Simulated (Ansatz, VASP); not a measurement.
**One calculation of AlGaN2, two programs**

The input INCAR:

```
PREC = Accurate
ENCUT = 1330
EDIFF = 1E-6
ISMEAR = 0
SIGMA = 0.05
LREAL = F
LASPH = T
NELM = 120
ALGO = Normal
ISIF = 2
LWAVE = F
LCHARG = F
GGA = CA
NBANDS = 21
GGA_COMPAT = F
```

File KPOINTS:

```
regular mesh
0
Gamma
  8 8 6
```

File POSCAR:

```
AlGaN2
1.0
    3.0937638930      0.0000000000      0.0000000000
    0.0000000000      3.0937638930      0.0000000000
    0.0000000000      0.0000000000      4.2911228018
Al Ga N
1 1 2
Direct
    0.5000000000      0.5000000000      0.5000000000
    0.0000000000      0.0000000000      0.0000000000
    0.5000000000      0.0000000000      0.7382648100
    0.0000000000      0.5000000000      0.2617351900
```

Input for Ansatz:

```yaml
crystal:
  lattice:
    - [3.093763893, 0.0, 0.0]
    - [0.0, 3.093763893, 0.0]
    - [0.0, 0.0, 4.2911228018]
  atoms:
    - { symbol: Al, position: [0.5, 0.5, 0.5] }
    - { symbol: Ga, position: [0.0, 0.0, 0.0] }
    - { symbol: "N", position: [0.5, 0.0, 0.73826481] }
    - { symbol: "N", position: [0.0, 0.5, 0.26173519] }
basis:
  ecutwfc: 420
kpoints:
  mp_grid: { grid: [8, 8, 6] }
hamiltonian:
  xc: lda
scf:
  occupations: { method: gaussian, width: 0.05 }
output:
  forces: true
  stress: true
  eigenvalues: true
```

Change from the starting cell: strain -0.015 along x and y, -0.030 along z, atoms carried along.

Alike in both runs: task single point; functional LDA; k mesh 8 × 8 × 6; occupations gaussian, width 0.05 eV; no spin polarisation.

```csv
,VASP,Ansatz
version,VASP 6.6.1,Ansatz 0.2.0
potentials or method,"VASP PAW LDA potentials, release 64 (Al, Ga_d, N_h), cutoff 1330 eV","scalar-relativistic, plane waves, PAW"
valence electrons in the cell,26,26
```

Ansatz gave:

```
gap on the k mesh at the Fermi level (eV)                     : 3.32
least direct gap on the mesh (eV)                             : 3.33
pressure (GPa)                                                : 7.8
traceless stress, the component that is largest in VASP (GPa) : 0.99
rms of the force components (eV/Å)                            : 0.069
```

Q: Estimate VASP's values.

A: gap on the k mesh at the Fermi level (eV): 3.31; least direct gap on the mesh (eV): 3.34; pressure (GPa): 8.7; traceless stress, the component that is largest in VASP (GPa): 0.99; rms of the force components (eV/Å): 0.058.

LDA's correlation is that of Perdew and Zunger in VASP and of Perdew and Wang (1992) in Ansatz. Atom by atom the forces differ by 0.011 eV/Å (rms over components).
